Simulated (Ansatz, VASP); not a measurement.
AlN: VASP beside Ansatz

```
Al N
1.0
     3.10669    0.07767    0.00000
    -1.48608    2.65164    0.00000
     0.00000    0.00000    4.97859
Al N
2 2
Cartesian
  0.0369 1.7937 -0.0165
  1.5837 0.9357 2.4728
  0.0199 1.7949 1.8835
  1.6007 0.9344 4.3728
```

Change from the starting cell: shear_xy strain +5.0%.

Alike in both runs: task single point; functional PBE; k mesh 12 × 12 × 6; occupations fermi-dirac, width 0.02 eV; no spin polarisation.

|  | VASP | Ansatz |
| --- | --- | --- |
| version | VASP 6.6.1 | Ansatz 0.2.0 |
| potentials or method | VASP PAW PBE potentials, release 64 (Al, N) | plane waves, PAW |
| plane-wave cutoff (eV) | 520 | 420 |
| valence electrons in the cell | 16 | 16 |

```tsv
	VASP	Ansatz	Ansatz less VASP
gap on the k mesh at the Fermi level (eV)	4.22	4.21	-0.010
pressure (GPa)	4.4	4.7	+0.25
traceless stress, the component that is largest in VASP (GPa)	-6.34	-6.29	+0.054
rms of the force components (eV/Å)	0.015	0.015	-0.0004
```

Atom by atom the forces differ by 0.001 eV/Å (rms over components).
